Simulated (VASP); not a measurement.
Set up this calculation in VASP 6.6.1, as the native input.

| Quantity | Value |
| --- | --- |
| Task | single point |
| Functional | PBE |
| Potentials or basis | VASP PAW PBE potentials, release 64 (Si, Y_sv) |
| Cutoff | 520 eV |
| k mesh | 6 × 6 × 5 |
| Occupations | fermi-dirac, width 0.1 eV |
| Spin | no spin polarisation |
| Dipole correction | no |
| Further INCAR settings | ALGO = Normal; EDIFF = 1e-06; NBANDS = 48 |

The structure of YSi6 lies in POSCAR:

```
YSi6
1.0
    5.7540610000      0.0000000000      0.0000000000
    0.0000000000      5.7540610000      0.0000000000
    0.0000000000      0.0000000000      7.3040880000
Si Y
12 2
Direct
    0.0000000000      0.0000000000      0.1610000000
    0.0000000000      0.0000000000      0.8390000000
    0.5000000000      0.5000000000      0.8390000000
    0.5000000000      0.5000000000      0.1610000000
    0.6859000000      0.1859000000      0.3480000000
    0.8141000000      0.6859000000      0.3480000000
    0.3141000000      0.8141000000      0.3480000000
    0.1859000000      0.3141000000      0.3480000000
    0.6859000000      0.8141000000      0.6520000000
    0.8141000000      0.3141000000      0.6520000000
    0.3141000000      0.1859000000      0.6520000000
    0.1859000000      0.6859000000      0.6520000000
    0.0000000000      0.5000000000      0.0000000000
    0.5000000000      0.0000000000      0.0000000000
```

One way to write it, as run:

INCAR

```
SYSTEM = YSi6
ALGO = Normal
EDIFF = 1E-6
ENCUT = 520
GGA = PE
ISIF = 2
ISMEAR = -1
LASPH = .TRUE.
LCHARG = .FALSE.
LREAL = .FALSE.
LWAVE = .FALSE.
NBANDS = 48
NELM = 80
PREC = Accurate
SIGMA = 0.1
```

KPOINTS

```
k-points
0
G
  6 6 5
  0 0 0
```

Potentials or basis: VASP PAW PBE potentials, release 64 (Si, Y_sv).

The run is started by

```sh
$ cat potpaw_PBE.64/Si/POTCAR potpaw_PBE.64/Y_sv/POTCAR > POTCAR
$ mpirun -np 1 vasp_std > vasp.out
```

Results of the run:

```json
{
 "Pressure": "0.3 GPa",
 "Largest force": "0.432 eV/Å",
 "Band gap on the k mesh": "zero (bands 35 and 36 overlap by 0.70 eV)"
}
```

Wall time 5.9 min on 1 thread of Intel(R) Xeon(R) Platinum 8175M CPU @ 2.50GHz (Skylake/Cascade Lake), with other jobs on the host, peak memory 0.51 GiB.
